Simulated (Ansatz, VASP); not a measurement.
ZrSe2: VASP beside Ansatz

```
Zr Se
1.0
     3.92918    0.00000    0.00000
    -1.96459    3.40277    0.00000
     0.00000    0.00000    5.84859
Zr Se
1 2
Direct
  0.00000 0.00000 0.00000
  0.33333 0.66667 0.23022
  0.66667 0.33333 0.76978
```

Alike in both runs: task single point; functional LDA; k mesh 12 × 12 × 6; occupations gaussian, width 0.05 eV; no spin polarisation.

|  | VASP | Ansatz |
| --- | --- | --- |
| version | VASP 6.6.1 | Ansatz 0.2.0 |
| potentials or method | VASP PAW LDA potentials, release 64 (Zr_sv, Se), cutoff 500 eV | scalar-relativistic, plane waves, PAW |
| valence electrons in the cell | 24 | 44 |

```tsv
	VASP	Ansatz	Ansatz less VASP
gap on the k mesh at the Fermi level (eV)	0.59	0.60	+0.009
least direct gap on the mesh (eV)	0.64	0.65	+0.009
pressure (GPa)	0.8	0.5	-0.24
traceless stress, the component that is largest in VASP (GPa)	4.62	4.68	+0.063
rms of the force components (eV/Å)	0.543	0.526	-0.0171
```

LDA's correlation is that of Perdew and Zunger in VASP and of Perdew and Wang (1992) in Ansatz. Atom by atom the forces differ by 0.017 eV/Å (rms over components). VASP's potentials hold 24 valence electrons a cell and Ansatz's 44, so a difference there can come from the potentials and not from the codes.
